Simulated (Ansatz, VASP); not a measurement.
# One calculation of GaP, two programs

Contents of INCAR:

```
PREC = Accurate
ENCUT = 520
EDIFF = 1E-8
ISMEAR = -1
SIGMA = 0.05
LREAL = False
LASPH = True
NELM = 80
ALGO = Normal
ISIF = 2
LWAVE = False
LCHARG = False
GGA = PE
LEFG = True
NBANDS = 16
```

File KPOINTS:

```
Automatic mesh
0
Gamma
  10 10 10
```

The input POSCAR:

```
GaP
1.0
    0.0000000000      2.6434925000      2.7252500000
    2.6434925000      0.0000000000      2.7252500000
    2.6434925000      2.6434925000      0.0000000000
Ga P
1 1
Direct
    0.0000000000      0.0000000000      0.0000000000
    0.7500000000      0.7500000000      0.7500000000
```

Input for Ansatz:

```yaml
crystal:
  lattice:
    - [0.0, 2.6434925, 2.72525]
    - [2.6434925, 0.0, 2.72525]
    - [2.6434925, 2.6434925, 0.0]
  atoms:
    - { symbol: Ga, position: [0.0, 0.0, 0.0] }
    - { symbol: P, position: [0.75, 0.75, 0.75] }
kpoints:
  mp_grid: { grid: [10, 10, 10] }
scf:
  occupations: { method: fermi_dirac, width: 0.05 }
hamiltonian:
  xc: pbe
  pseudopotentials: { kind: paw }
output:
  forces: true
  stress: true
  eigenvalues: true
  efg: { contact_densities: true }
  write_density: true
  write_potential: true
  elf: true
  volumetric_format: npy
```

Change from the starting cell: equal xx and yy strain of -3 %, PAW files.

Alike in both runs: task electric field gradients; functional PBE; k mesh 10 × 10 × 10; occupations fermi-dirac, width 0.05 eV; no spin polarisation.

|  | VASP | Ansatz |
| --- | --- | --- |
| version | VASP 6.6.1 | Ansatz 0.2.0 |
| potentials or method | VASP PAW PBE potentials, release 64 (Ga_d, P) | PAW with Ansatz's default frozen-core files, scalar-relativistic |
| plane-wave cutoff (eV) | 520 | 420 |
| valence electrons in the cell | 18 | 18 |

|  | VASP | Ansatz | Ansatz less VASP |
| --- | --- | --- | --- |
| pressure (GPa) | 8.5 | 8.6 | +0.07 |
| traceless stress, the component that is largest in VASP (GPa) | -1.58 | -1.58 | +0.005 |
| size of Vzz on the site where it differs most (V/Å²) | 5.1 | 6.0 | +0.82 |
